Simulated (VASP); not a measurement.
Here is a VASP 6.6.1 calculation.

The input INCAR:

```
SYSTEM = Li16H
ALGO = Normal
EDIFF = 1E-7
ENCUT = 520
GGA = PS
ISIF = 2
ISMEAR = 0
LASPH = .True.
LCHARG = .True.
LELF = .True.
LREAL = Auto
LVHAR = .True.
LWAVE = .False.
NBANDS = 38
NELM = 100
PREC = Accurate
SIGMA = 0.15
```

File KPOINTS:

```
k-points
0
Gamma
  3 3 3
  0 0 0
```

POSCAR

```
Li16H
1.0
    6.9800000000      0.0000000000      0.0000000000
    0.0000000000      6.9800000000      0.0000000000
    0.0000000000      0.0000000000      6.9800000000
Li H
16 1
Direct
   -0.0069014327      0.0004372493     -0.0303873926
    0.4958098854      0.0001130372      0.0031445559
    0.0066287966      0.5003482808     -0.0003352436
   -0.0094885387      0.0005296562      0.5276184814
    0.2386749284      0.2409833811      0.2499421203
    0.5006517192      0.5001025788      0.0140948424
    0.4988214900      0.0001492837      0.4942313754
    0.7577312321      0.2479441261      0.2475538682
    0.0040775072      0.5004040115      0.4973767908
    0.2384564470      0.7593103152      0.2499760745
    0.2647319484      0.2616628940      0.7470398281
    0.5033050143      0.5001388252      0.4831926934
    0.7576777937      0.7521193410      0.2476044413
    0.7498058739      0.2497820917      0.7494355301
    0.2645164756      0.7382673352      0.7470494269
    0.7490924069      0.7493262178      0.7495184814
    0.8394351003     -0.0006564470      0.7490226361
```

Potentials or basis: VASP PAW PBE potentials, release 64 (Li_sv, H).

The run is started by

```bash
$ cat potpaw_PBE.64/Li_sv/POTCAR potpaw_PBE.64/H/POTCAR > POTCAR
$ mpirun -np 1 vasp_std > vasp.out
```

Q: What does it give for the band gap on the k mesh?

A: Zero (an odd number of electrons rules out a gap without spin polarisation).

Q: What does it give for the largest force?

A: 0.017 eV/Å.

Forces in eV/Å, atoms in the order of the input:
```
Li  -0.004 -0.007 -0.002
Li   0.007 -0.002 -0.010
Li   0.000 -0.005  0.001
Li   0.002 -0.006 -0.005
Li   0.001  0.000  0.000
Li   0.000 -0.002  0.002
Li   0.004 -0.002  0.009
Li   0.005  0.005  0.002
Li  -0.002 -0.005  0.002
Li   0.003  0.003 -0.001
Li   0.000  0.004  0.001
Li  -0.005 -0.002 -0.003
Li   0.005  0.000  0.001
Li  -0.004  0.012 -0.002
Li   0.001  0.004  0.001
Li   0.002 -0.004  0.000
H   -0.015  0.007  0.004
```

Caveat: the PAW data sets were made with another functional, which shifts forces and pressure a little.
